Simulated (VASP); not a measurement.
Cu, 2 atoms in the cell. Symmetry: Cmcm, No. 63, orthorhombic system. Conventional cell: a = 2.387 Å, b = 7.790 Å, c = 2.425 Å, α = 90.00°, β = 90.00°, γ = 90.00°. Within 3.2 Å of Cu (site symmetry m2m) lie 10 Cu at 2.39 to 2.48 Å. 

- Program: VASP 6.6.1
- Task: single point
- Functional: PBEsol
- Potentials or basis: VASP PAW PBE potentials, release 64 (Cu_sv_GW)
- Cutoff: 820 eV
- k mesh: 11 × 11 × 11
- Occupations: fermi-dirac, width 0.05 eV
- Spin: no spin polarisation
- Dipole correction: no
- Further INCAR settings: ALGO = Normal; EDIFF = 1e-06; NBANDS = 26

Potentials or basis: VASP PAW PBE potentials, release 64 (Cu_sv_GW).

Command:

```bash
$ cat potpaw_PBE.64/Cu_sv_GW/POTCAR > POTCAR
$ mpirun -np 1 vasp_std > vasp.out
```

Hardware: 1 thread of AMD EPYC 7R43 64-Core Processor (Zen 3), with other jobs on the host.

**Question.** How long does it take, and how much memory?

**Answer.** Wall time 5.1 min on 1 thread of AMD EPYC 7R43 64-Core Processor (Zen 3), on a shared host, peak memory 0.34 GiB. Counts: scf iterations 13, k points 216.
